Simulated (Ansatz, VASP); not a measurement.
# PtS2: VASP beside Ansatz

The input INCAR:

```
SYSTEM = PtS2
ALGO = Normal
EDIFF = 1E-6
ENCUT = 520
GGA = PS
ISIF = 2
ISMEAR = 0
LASPH = .True.
LCHARG = .False.
LREAL = .False.
LWAVE = .False.
NBANDS = 18
NELM = 80
PREC = Accurate
SIGMA = 0.05
```

KPOINTS

```
k-points
0
Gamma
  12 12 8
  0 0 0
```

File POSCAR:

```
PtS2
1.0
    3.5431994758      0.0000000000      0.0000000000
   -1.7715997379      3.0685007567      0.0000000000
    0.0000000000      0.0000000000      5.0388000000
Pt S
1 2
Direct
    0.0000000000      0.0000000000      0.0000000000
    0.2861152013      0.6321005950      0.2500000000
    0.6666666667      0.3333333333      0.7500000000
```

Input for Ansatz:

```yaml
crystal:
  lattice:
    - [3.5431994758, 0.0, 0.0]
    - [-1.7715997379, 3.0685007567, 0.0]
    - [0.0, 0.0, 5.0388]
  atoms:
    - { symbol: Pt, position: [0.0, 0.0, 0.0] }
    - { symbol: S, position: [0.2861152013, 0.632100595, 0.25] }
    - { symbol: S, position: [0.6666666667, 0.3333333333, 0.75] }
basis:
  ecutwfc: 420
kpoints:
  mp_grid: { grid: [12, 12, 8] }
hamiltonian:
  xc: pbesol
scf:
  occupations: { method: gaussian, width: 0.05 }
output:
  forces: true
  stress: true
  eigenvalues: true
```

Alike in both runs: task single point; functional PBEsol; k mesh 12 × 12 × 8; occupations gaussian, width 0.05 eV; no spin polarisation.

|  | VASP | Ansatz |
| --- | --- | --- |
| version | VASP 6.6.1 | Ansatz 0.2.0 |
| potentials or method | VASP PAW PBE potentials, release 64 (Pt, S), cutoff 520 eV | scalar-relativistic, plane waves, PAW |
| valence electrons in the cell | 22 | 30 |

|  | VASP | Ansatz | Ansatz less VASP |
| --- | --- | --- | --- |
| gap on the k mesh at the Fermi level (eV) | 0.37 | 0.36 | -0.003 |
| least direct gap on the mesh (eV) | 0.55 | 0.54 | -0.008 |
| pressure (GPa) | -2.2 | -2.0 | +0.25 |
| traceless stress, the component that is largest in VASP (GPa) | 3.19 | 3.20 | +0.011 |
| rms of the force components (eV/Å) | 0.579 | 0.575 | -0.0046 |

VASP's potentials were made for PBE, not for PBEsol. Atom by atom the forces differ by 0.012 eV/Å (rms over components). With one functional, cell and mesh, what is left measures potentials, basis and numerics. VASP's potentials hold 22 valence electrons a cell and Ansatz's 30, so a difference there can come from the potentials and not from the codes.

Spin-orbit coupling is off throughout.
